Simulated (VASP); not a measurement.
# MnO (P6_3mc) in VASP: further runs

Aim: see how the results for MnO move with the level of theory and the settings. Levels: PBEsol+U, RPBE+U. Tasks: relaxation of shape and atoms at fixed volume.

Program: VASP 6.6.1. These are calculated values, not measurements. Logs are shortened: lines on timing, memory, paths and dates and some standing lists are left out, and cuts for length are marked.

### Step 1. The cell of the first run

Symmetry: P6_3mc, No. 186, hexagonal system. Conventional cell: a = 3.458 Å, b = 3.458 Å, c = 5.119 Å, α = 90.00°, β = 90.00°, γ = 120.00°. Within 2.7 Å of Mn (site symmetry 3m) lie 4 O at 2.05 to 2.09 Å. O (site symmetry 3m) has 4 Mn at 2.05 to 2.09 Å within 2.7 Å.

### Step 2. Relaxation of shape and atoms at fixed volume, PBEsol+U, collinear spin, ferromagnetic start

INCAR

```
SYSTEM = MnO
PREC = Accurate
ENCUT = 600
EDIFF = 1E-6
ISMEAR = 0
SIGMA = 0.05
LREAL = .FALSE.
LASPH = .TRUE.
NELM = 150
ALGO = Normal
ISIF = 4
LWAVE = .FALSE.
LCHARG = .FALSE.
ISPIN = 2
MAGMOM = 4.47 4.47 0 0
LORBIT = 11
LMAXMIX = 4
LDAU = .TRUE.
LDAUTYPE = 2
LDAUL = 2 -1
LDAUU = 3.9 0
LDAUJ = 0 0
LDAUPRINT = 1
GGA = PS
IBRION = 2
NSW = 60
EDIFFG = -0.02
```

KPOINTS

```
Automatic mesh
0
G
  8 8 4
  0 0 0
```

POSCAR

```
MnO
1.0
    3.4583727421      0.0000000000      0.0000000000
   -1.7291863711      2.9950386504      0.0000000000
    0.0000000000      0.0000000000      5.1189423252
Mn O
2 2
Direct
    0.3333333333      0.6666666667     -0.0107135985
    0.6666666667      0.3333333333      0.4892864015
    0.3333333333      0.6666666667      0.3971435985
    0.6666666667      0.3333333333      0.8971435985
```

Potentials or basis: VASP PAW PBE potentials, release 64 (Mn_pv, O).

Run with:

```console
$ cat potpaw_PBE.64/Mn_pv/POTCAR potpaw_PBE.64/O/POTCAR > POTCAR
$ mpirun -np 1 vasp_std > vasp.out
```

OUTCAR:

```text
SYSTEM = MnO
   PREC = Accurate
   ENCUT = 600
   EDIFF = 1E-6
   ISMEAR = 0
   LREAL = .FALSE.
   LASPH = .TRUE.
   NELM = 150
   ISIF = 4
   ISPIN = 2
   LORBIT = 11
   GGA = PS
   IBRION = 2
   NSW = 60
   EDIFFG = -0.02

 ion  position               nearest neighbor table
   1  0.333  0.667  0.989-   4 2.05   4 2.05   4 2.05   3 2.09
   2  0.667  0.333  0.489-   3 2.05   3 2.05   3 2.05   4 2.09
   3  0.333  0.667  0.397-   2 2.05   2 2.05   2 2.05   1 2.09
   4  0.667  0.333  0.897-   1 2.05   1 2.05   1 2.05   2 2.09

  LATTYP: Found a hexagonal cell.
 ALAT       =     3.4583727421
 C/A-ratio  =     1.4801592272

  Lattice vectors:

 A1 = (   3.4583727421,   0.0000000000,   0.0000000000)
 A2 = (  -1.7291863711,   2.9950386504,   0.0000000000)
 A3 = (   0.0000000000,   0.0000000000,   5.1189423252)

Analysis of symmetry for initial positions (statically):
=====================================================================
 Subroutine PRICEL returns:
 Original cell was already a primitive cell.

 Routine SETGRP: Setting up the symmetry group for a
 hexagonal supercell.

 Subroutine GETGRP returns: Found 12 space group operations
 (whereof  6 operations were pure point group operations)
 out of a pool of 24 trial point group operations.

The static configuration has the point symmetry C_3v.
 The point group associated with its full space group is C_6v.

Analysis of symmetry for dynamics (positions and initial velocities):
=====================================================================
 Subroutine PRICEL returns:
 Original cell was already a primitive cell.

 Routine SETGRP: Setting up the symmetry group for a
 hexagonal supercell.

 Subroutine GETGRP returns: Found 12 space group operations
 (whereof  6 operations were pure point group operations)
 out of a pool of 24 trial point group operations.

The dynamic configuration has the point symmetry C_3v.
 The point group associated with its full space group is C_6v.

Analysis of structural, dynamic, and magnetic symmetry:
=====================================================================
 Subroutine PRICEL returns:
 Original cell was already a primitive cell.

 Routine SETGRP: Setting up the symmetry group for a
 hexagonal supercell.

 Subroutine GETGRP returns: Found 12 space group operations
 (whereof  6 operations were pure point group operations)
 out of a pool of 24 trial point group operations.

The overall configuration has the point symmetry C_3v.
 The point group associated with its full space group is C_6v.

 Subroutine INISYM returns: Found 12 space group operations
 (whereof  6 operations are pure point group operations),
 and found     1 'primitive' translations

----------------------------------------------------------------------------------------

                                     Primitive cell

  volume of cell :      53.0218

  direct lattice vectors                    reciprocal lattice vectors
     3.458372742  0.000000000  0.000000000     0.289153332  0.166942754  0.000000000
    -1.729186371  2.995038650  0.000000000     0.000000000  0.333885508  0.000000000
     0.000000000  0.000000000  5.118942325     0.000000000  0.000000000  0.195352855

  length of vectors
     3.458372742  3.458372742  5.118942325     0.333885508  0.333885508  0.195352855

[... 153 lines left out ...]
  o =  0.0226  v =  0.0000  0.0000  0.0000  0.0000  0.0000 -0.3290 -0.5485  0.0000  0.7276  0.2480      0.0000  0.0000  0.0000  0.0000  0.0000  0.0000  0.0000  0.0000  0.0000  0.0000
  o =  0.0606  v =  0.0000  0.0000  0.0000  0.0000  0.0000  0.5494  0.3287 -0.0000  0.2485  0.7269      0.0000  0.0000  0.0000  0.0000  0.0000  0.0000  0.0000  0.0000  0.0000  0.0000
  o =  0.0606  v =  0.0000  0.0000  0.0000  0.0000  0.0000 -0.7269  0.2485  0.0000 -0.3287  0.5494      0.0000  0.0000  0.0000  0.0000  0.0000  0.0000  0.0000  0.0000  0.0000  0.0000
  o =  0.0677  v =  0.0000  0.0000  0.0000  0.0000  0.0000  0.0000 -0.0000  1.0000  0.0000 -0.0000      0.0000  0.0000  0.0000  0.0000  0.0000  0.0000  0.0000  0.0000  0.0000  0.0000
  o =  0.9437  v = -0.1541  0.7716  0.0000  0.5824 -0.2042  0.0000  0.0000  0.0000  0.0000  0.0000      0.0000  0.0000  0.0000  0.0000  0.0000  0.0000  0.0000  0.0000  0.0000  0.0000
  o =  0.9437  v =  0.2042  0.5824 -0.0000 -0.7716 -0.1541  0.0000  0.0000  0.0000  0.0000  0.0000      0.0000  0.0000  0.0000  0.0000  0.0000  0.0000  0.0000  0.0000  0.0000  0.0000
  o =  0.9500  v =  0.5828  0.2041 -0.0000  0.1542  0.7713  0.0000  0.0000  0.0000  0.0000  0.0000      0.0000  0.0000  0.0000  0.0000  0.0000  0.0000  0.0000  0.0000  0.0000  0.0000
  o =  0.9500  v = -0.7713  0.1542  0.0000 -0.2041  0.5828  0.0000  0.0000  0.0000  0.0000  0.0000      0.0000  0.0000  0.0000  0.0000  0.0000  0.0000  0.0000  0.0000  0.0000  0.0000
  o =  0.9519  v =  0.0000 -0.0000  1.0000  0.0000 -0.0000  0.0000  0.0000  0.0000  0.0000  0.0000      0.0000  0.0000  0.0000  0.0000  0.0000  0.0000  0.0000  0.0000  0.0000  0.0000

atom =   2  type =  1  l = 2

 onsite density matrix

spin component  1

  0.9496 -0.0000  0.0000 -0.0015 -0.0000
 -0.0000  0.9442  0.0000 -0.0000 -0.0015
  0.0000  0.0000  0.9519 -0.0000 -0.0000
 -0.0015 -0.0000 -0.0000  0.9442  0.0000
 -0.0000 -0.0015 -0.0000  0.0000  0.9496

spin component  2

  0.0541 -0.0000  0.0000 -0.0143  0.0000
 -0.0000  0.0290  0.0000 -0.0000 -0.0143
  0.0000  0.0000  0.0677 -0.0000 -0.0000
 -0.0143 -0.0000 -0.0000  0.0290  0.0000
  0.0000 -0.0143 -0.0000  0.0000  0.0541

 occupancies and eigenvectors

  o =  0.0226  v =  0.0000  0.0000  0.0000  0.0000  0.0000 -0.2480 -0.7276  0.0000 -0.5485 -0.3290      0.0000  0.0000  0.0000  0.0000  0.0000  0.0000  0.0000  0.0000  0.0000  0.0000
  o =  0.0226  v =  0.0000  0.0000  0.0000  0.0000  0.0000  0.3290 -0.5485 -0.0000  0.7276 -0.2480      0.0000  0.0000  0.0000  0.0000  0.0000  0.0000  0.0000  0.0000  0.0000  0.0000
  o =  0.0606  v =  0.0000  0.0000  0.0000  0.0000  0.0000  0.5477 -0.3293 -0.0000 -0.2477  0.7282      0.0000  0.0000  0.0000  0.0000  0.0000  0.0000  0.0000  0.0000  0.0000  0.0000
  o =  0.0606  v =  0.0000  0.0000  0.0000  0.0000  0.0000 -0.7282 -0.2477  0.0000  0.3293  0.5477      0.0000  0.0000  0.0000  0.0000  0.0000  0.0000  0.0000  0.0000  0.0000  0.0000
  o =  0.0677  v =  0.0000  0.0000  0.0000  0.0000  0.0000  0.0000  0.0000  1.0000 -0.0000 -0.0000      0.0000  0.0000  0.0000  0.0000  0.0000  0.0000  0.0000  0.0000  0.0000  0.0000
  o =  0.9437  v = -0.1541 -0.7716  0.0000 -0.5824 -0.2042  0.0000  0.0000  0.0000  0.0000  0.0000      0.0000  0.0000  0.0000  0.0000  0.0000  0.0000  0.0000  0.0000  0.0000  0.0000
  o =  0.9437  v =  0.2042 -0.5824 -0.0000  0.7716 -0.1541  0.0000  0.0000  0.0000  0.0000  0.0000      0.0000  0.0000  0.0000  0.0000  0.0000  0.0000  0.0000  0.0000  0.0000  0.0000
  o =  0.9500  v =  0.5829 -0.2041 -0.0000 -0.1542  0.7713  0.0000  0.0000  0.0000  0.0000  0.0000      0.0000  0.0000  0.0000  0.0000  0.0000  0.0000  0.0000  0.0000  0.0000  0.0000
  o =  0.9500  v = -0.7713 -0.1542  0.0000  0.2041  0.5829  0.0000  0.0000  0.0000  0.0000  0.0000      0.0000  0.0000  0.0000  0.0000  0.0000  0.0000  0.0000  0.0000  0.0000  0.0000
  o =  0.9519  v =  0.0000  0.0000  1.0000 -0.0000 -0.0000  0.0000  0.0000  0.0000  0.0000  0.0000      0.0000  0.0000  0.0000  0.0000  0.0000  0.0000  0.0000  0.0000  0.0000  0.0000

 number of electron      38.0000000 magnetization       9.9999836

 Free energy of the ion-electron system (eV)
  ---------------------------------------------------
  ext. energy  EPLUGINS =         0.00000000
  ---------------------------------------------------
  free energy    TOTEN  =       -32.19825545 eV

  energy without entropy =      -32.19814224  energy(sigma->0) =      -32.19819885

 E-fermi :   5.0819     XC(G=0): -10.7859

 val. band max:        5.0816092914   @ k =   0.0000   0.0000   0.0000
 cond. band min:       5.5187804193   @ k =   0.0000   0.0000   0.2500
 fundamental gap:      0.4371711280
 Fermi energy:         5.0819102052

 spin component 1

 k-point     1 :       0.0000    0.0000    0.0000
  band No.  band energies     occupation
      1     -44.6442      1.00000
      2     -44.6022      1.00000
      3     -44.5762      1.00000
      4     -44.5762      1.00000
      5     -44.5676      1.00000
      6     -44.5676      1.00000
[... 1433 lines left out ...]
     26      11.2601      0.00000
     27      14.4661      0.00000

 [... further k-points ...]

------------------------ aborting loop because EDIFF is reached ----------------------------------------

  FORCE on cell =-STRESS in cart. coord.  units (eV):
  Direction    XX          YY          ZZ          XY          YZ          ZX
  --------------------------------------------------------------------------------------
  -------------------------------------------------------------------------------------
  Total        1.1681573      1.1681573      1.0711754     -0.0000000      0.0000000      0.0000000
  in kB       35.2985969     35.2985969     32.3680617     -0.0000000      0.0000000      0.0000000
  external PRESSURE =      34.3217518 kB  Pullay stress =       0.0000000 kB

 VOLUME and BASIS-vectors are now :
 -----------------------------------------------------------------------------
  energy-cutoff  :      600.00
  volume of cell :       53.02
      direct lattice vectors                 reciprocal lattice vectors
     3.458372742  0.000000000  0.000000000     0.289153332  0.166942754  0.000000000
    -1.729186371  2.995038650  0.000000000     0.000000000  0.333885508  0.000000000
     0.000000000  0.000000000  5.118942325     0.000000000  0.000000000  0.195352855

 POSITION                                       TOTAL-FORCE (eV/Angst)
 -----------------------------------------------------------------------------------
     -0.00000      1.99669      5.06410        -0.000000      0.000000     -0.010783
      1.72919      0.99835      2.50463         0.000000     -0.000000     -0.010783
     -0.00000      1.99669      2.03296         0.000000      0.000000      0.010783
      1.72919      0.99835      4.59243        -0.000000      0.000000      0.010783
 -----------------------------------------------------------------------------------
    total drift:                                0.000000      0.000001      0.001107

  FREE ENERGIE OF THE ION-ELECTRON SYSTEM (eV)
  ---------------------------------------------------
  free  energy   TOTEN  =       -32.1982554530 eV

  energy  without entropy=      -32.1981422374  energy(sigma->0) =      -32.19819885

 reached required accuracy - stopping structural energy minimisation

 total charge

# of ion       s       p       d       tot
------------------------------------------
    1        0.242   6.228   4.952  11.422
    2        0.242   6.228   4.952  11.422
    3        1.544   3.459   0.000   5.003
    4        1.544   3.459   0.000   5.003
--------------------------------------------------
tot          3.572  19.374   9.904  32.850

 magnetization (x)

# of ion       s       p       d       tot
------------------------------------------
    1        0.036   0.053   4.496   4.585
    2        0.036   0.053   4.496   4.585
    3        0.014   0.098   0.000   0.111
    4        0.014   0.098   0.000   0.111
--------------------------------------------------
tot          0.100   0.302   8.991   9.393
```

Run time: 3.6 min. Hardware: 1 thread of Intel Xeon Platinum 8175M at 2.50GHz (Skylake/Cascade Lake), shared host; peak memory 0.24 GiB.

Results:

- Free energy: -32.1983 eV
- Pressure after relaxing: 3.4 GPa
- Largest force after relaxing: 0.011 eV/Å
- Band gap on the k mesh: zero (filled and empty bands touch)
- Net moment: 10.00 μB per cell
- Site moments: Mn +4.58; O +0.11 μB
- Valence electrons inside the program's atomic spheres: Mn 11.42; O 5.00

Forces on the atoms (eV/Å):
```
Mn   0.000  0.000 -0.011
Mn   0.000  0.000 -0.011
O    0.000  0.000  0.011
O    0.000  0.000  0.011
```

Stress tensor (GPa, compression positive):
```
3.53 0.00 0.00
0.00 3.53 0.00
0.00 0.00 3.24
```

Final structure:
```
Mn O
1.0
     3.45837    0.00000    0.00000
    -1.72919    2.99504    0.00000
     0.00000    0.00000    5.11894
Mn O
2 2
Cartesian
  0.0000 1.9967 5.0641
  1.7292 0.9983 2.5046
  0.0000 1.9967 2.0330
  1.7292 0.9983 4.5924
```

Eigenvalues of the final occupation matrices:
```csv
site,spin,trace,eigenvalues
site 1 d,1,4.74,0.94 0.94 0.95 0.95 0.95
site 1 d,2,0.23,0.02 0.02 0.06 0.06 0.07
site 2 d,1,4.74,0.94 0.94 0.95 0.95 0.95
site 2 d,2,0.23,0.02 0.02 0.06 0.06 0.07
```

Caveat: the relaxation stopped at its first step, so nothing moved; the PAW data sets were made with another functional, which shifts forces and pressure a little; only a ferromagnetic start was run, and an antiferromagnetic order may lie lower in energy. The state reached can hang on the start; a lower one may exist.

(Part 1 of 2 ends here.)
